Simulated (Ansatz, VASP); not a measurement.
# Two plane-wave programs on InAs

```
In As
1.0
     0.00000    3.01800    3.01800
     3.01800    0.00000    3.01800
     3.01800    3.01800    0.00000
In As
1 1
Cartesian
  0.0000 0.0000 0.0000
  1.5090 1.5090 1.5090
```

Alike in both runs: task relaxation of cell and atoms; functional r2SCAN; dispersion rVV10; k mesh 10 × 10 × 10; occupations gaussian, width 0.01 eV; no spin polarisation.

```csv
,VASP,Ansatz
version,VASP 6.6.1,Ansatz 0.2.0
potentials or method,"VASP PAW PBE potentials, release 64 (In_d, As), cutoff 600 eV","scalar-relativistic, plane waves, PAW"
valence electrons in the cell,18,28
```

|  | VASP | Ansatz | Ansatz less VASP |
| --- | --- | --- | --- |
| gap on the k mesh at the Fermi level, each at its own relaxed structure (eV) | 0.12 | 0.13 | +0.013 |
| relaxed volume (Å³/atom) | 28.19 | 28.12 | -0.068 |
| relaxed cell length with the largest relative difference (Å) | 4.304 | 4.301 | -0.0035 |

VASP's potentials were made for PBE, not for r2SCAN. VASP's potentials hold 18 valence electrons a cell and Ansatz's 28, so a difference there can come from the potentials and not from the codes.
